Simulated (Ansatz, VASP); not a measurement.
**Pt: VASP beside Ansatz**

INCAR

```
SYSTEM = Pt
PREC = Accurate
ENCUT = 520
EDIFF = 1E-6
ISMEAR = -1
SIGMA = 0.1
LREAL = .False.
LASPH = .True.
NELM = 80
ALGO = Normal
ISIF = 2
LWAVE = .False.
LCHARG = .False.
GGA = PE
NBANDS = 11
```

File KPOINTS:

```
Automatic mesh
0
Gamma
  22 22 22
  0 0 0
```

The input POSCAR:

```
Pt
1.0
    0.0000000000      2.0622288148      2.0622288148
    2.0622288148      0.0000000000      2.0622288148
    2.0622288148      2.0622288148      0.0000000000
Pt
1
Direct
    0.0000000000      0.0000000000      0.0000000000
```

Input for Ansatz:

```yaml
crystal:
  lattice:
    - [0.0, 2.0622288148, 2.0622288148]
    - [2.0622288148, 0.0, 2.0622288148]
    - [2.0622288148, 2.0622288148, 0.0]
  atoms:
    - { symbol: Pt, position: [0.0, 0.0, 0.0] }
hamiltonian:
  xc: pbe
  pseudopotentials:
    kind: paw
    azcp:
      Pt: "pseudopotentials/Pt.paw.azcp"
basis:
  ecutwfc: 420
  fft_grid_basis: typed
kpoints:
  mp_grid: { grid: [22, 22, 22], shift: [0, 0, 0] }
magnetization:
  spin_polarized: false
scf:
  occupations: { method: fermi_dirac, width: 0.1 }
output:
  stress: true
```

Alike in both runs: task single point; functional PBE; k mesh 22 × 22 × 22; occupations fermi-dirac, width 0.1 eV; no spin polarisation.

|  | VASP | Ansatz |
| --- | --- | --- |
| version | VASP 6.6.1 | Ansatz 0.2.0 |
| potentials or method | VASP PAW PBE potentials, release 64 (Pt), cutoff 520 eV | plane waves (420 eV) with PAW, scalar-relativistic |
| valence electrons in the cell | 10 | 18 |

VASP gave:

- pressure (GPa): -20.6

Q: Which values does Ansatz return?

A: Pressure (GPa): -20.3.

VASP's potentials hold 10 valence electrons a cell and Ansatz's 18, so a difference there can come from the potentials and not from the codes.

Neither program's run includes spin-orbit coupling.
